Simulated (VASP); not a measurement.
A run of VASP 6.6.1:

Contents of INCAR:

```
SYSTEM = GaSb
  ALGO = Normal
  EDIFF = 1E-7
  ENCUT = 520
  GGA = PE
  ISIF = 2
  ISMEAR = 0
  LASPH = .TRUE.
  LCHARG = .FALSE.
  LREAL = .FALSE.
  LWAVE = .FALSE.
  NBANDS = 16
  NELM = 60
  PREC = Accurate
  SIGMA = 0.15
```

The input KPOINTS:

```
k-points
0
G
  16 16 16
  0 0 0
```

File POSCAR:

```
GaSb
1.0
    0.0000000000      2.9515746001      3.2622666633
    2.9515746001      0.0000000000      3.2622666633
    2.9515746001      2.9515746001      0.0000000000
Ga Sb
1 1
Direct
    0.0000000000      0.0000000000      0.0000000000
    0.7500000000      0.7500000000      0.7500000000
```

Potentials or basis: VASP PAW PBE potentials, release 64 (Ga_d, Sb).

The run is started by

```bash
$ cat potpaw_PBE.64/Ga_d/POTCAR potpaw_PBE.64/Sb/POTCAR > POTCAR
$ mpirun -np 1 vasp_std > vasp.out
```

Hardware: 1 thread of Intel(R) Xeon(R) 6975P-C (Granite Rapids), on a shared host.

Question: Estimate the wall time of this run.

Answer: Run time: 100 s on 1 thread of Intel(R) Xeon(R) 6975P-C (Granite Rapids), with other jobs on the host, peak memory 0.46 GiB. Counts: scf iterations 13, k points 349.
